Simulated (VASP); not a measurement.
A run of VASP 6.6.1:

The input POSCAR:

```
BeS
1.0
    0.0000000000      2.3172971951      2.3172971951
    2.3172971951      0.0000000000      2.3172971951
    2.3172971951      2.3172971951      0.0000000000
Be S
1 1
Direct
    0.0000000000      0.0000000000      0.0000000000
    0.5000000000      0.5000000000      0.5000000000
```

Contents of INCAR.step1:

```
  PREC = Accurate
  ENCUT = 520
  ISMEAR = 0
  SIGMA = 0.01
  LREAL = F
  LASPH = T
  NELM = 100
  NBANDS = 11
  GGA = PE
  ALGO = Normal
  EDIFF = 1E-4
  LWAVE = T
  LCHARG = F
```

INCAR.step2

```
  PREC = Accurate
  ENCUT = 520
  EDIFF = 1E-6
  ISMEAR = 0
  SIGMA = 0.01
  LREAL = F
  LASPH = T
  NELM = 100
  ALGO = Normal
  ISIF = 2
  LWAVE = F
  LCHARG = T
  METAGGA = R2SCAN
  LMIXTAU = T
  LELF = T
  LVHAR = T
  NBANDS = 11
  ISTART = 1
```

Contents of KPOINTS:

```
regular mesh
0
Gamma
  8 8 8
```

Potentials or basis: VASP PAW PBE potentials, release 64 (Be, S).

The run is started by

```bash
$ cat potpaw_PBE.64/Be/POTCAR potpaw_PBE.64/S/POTCAR > POTCAR
$ cp INCAR.step1 INCAR
$ mpirun -np 1 vasp_std > vasp.out
$ cp INCAR.step2 INCAR
$ mpirun -np 1 vasp_std > vasp.out
```

Hardware: 1 thread of Intel Xeon 8259CL, on a shared host.

Task: Estimate the wall time of this run.

Result: It took 21 s on 1 thread of Intel Xeon 8259CL, on a shared host, peak memory 0.14 GiB. Counts: k points 29.
